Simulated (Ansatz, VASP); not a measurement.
## C: VASP beside Ansatz

```
C
1.0
     0.00000    1.78579    1.78579
     1.78579    0.00000    1.78579
     1.78579    1.78579    0.00000
C
2
Direct
  0.00000 0.00000 0.00000
  0.25000 0.25000 0.25000
```

Alike in both runs: task single point; functional PBE; k mesh 13 × 13 × 13; occupations fermi-dirac, width 0.01 eV; no spin polarisation.

|  | VASP | Ansatz |
| --- | --- | --- |
| version | VASP 6.6.1 | Ansatz 0.2.0 |
| potentials or method | VASP PAW PBE potentials, release 64 (C), cutoff 600 eV | plane-wave PAW DFT |
| valence electrons in the cell | 8 | 8 |

VASP gave:

- gap on the k mesh at the Fermi level (eV): 4.13

Q: Which values does Ansatz return?

A: gap on the k mesh at the Fermi level (eV): 4.14.

With one functional, cell and mesh, what is left measures potentials, basis and numerics.
